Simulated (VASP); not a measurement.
Runs of VASP 6.6.1 on HfN. The structure is that of space group Fm-3m (No. 225), or close to it. The cells are those of the table. 

```csv
task,level,cell,k mesh,cutoff (eV),smearing,gap on the mesh (eV),pressure (GPa),relaxed volume (Å³/atom)
single point,PBEsol,"a = 3.184 Å, angles 60.0°, 2 atoms",16 × 16 × 16,520,fermi-dirac 0.15 eV,none,-2.2,-
single point,PBEsol,"a = 3.183 Å, angles 60.0°, 2 atoms",16 × 16 × 16,520,gaussian 0.1 eV,none,-2.2,-
relaxation of cell and atoms,PBEsol,"relaxed from a = 3.183 Å, angles 60.0°, 2 atoms",16 × 16 × 16,600,fermi-dirac 0.15 eV,none,0.0,(a)
relaxation of cell and atoms,PBEsol,"relaxed from a = 3.190 Å, angles 60.0°, 2 atoms",16 × 16 × 16,600,gaussian 0.1 eV,none,0.0,11.31
single point,PBEsol,"a = 3.190 Å, angles 60.0°, 2 atoms",8 × 8 × 8,520,gaussian 0.1 eV,none,-3.9,-
single point,r2SCAN,"a = 3.183 Å, angles 60.0°, 2 atoms",16 × 16 × 16,520,gaussian 0.1 eV,none,1.9,-
```

Alike in all rows: potentials or basis VASP PAW PBE potentials, release 64 (Hf_pv, N); no spin polarisation.

Task: Fill in the values left out.

Result: (a) 11.32.

Caveats: the PAW data sets were made with another functional, which shifts forces and pressure a little; spin-orbit coupling is left out, which moves the levels of the heavy elements.

A k mesh can miss the band edges, and the runs leave out spin-orbit coupling on Hf.

A gap of «none» marks levels without a gap at the run's occupations.
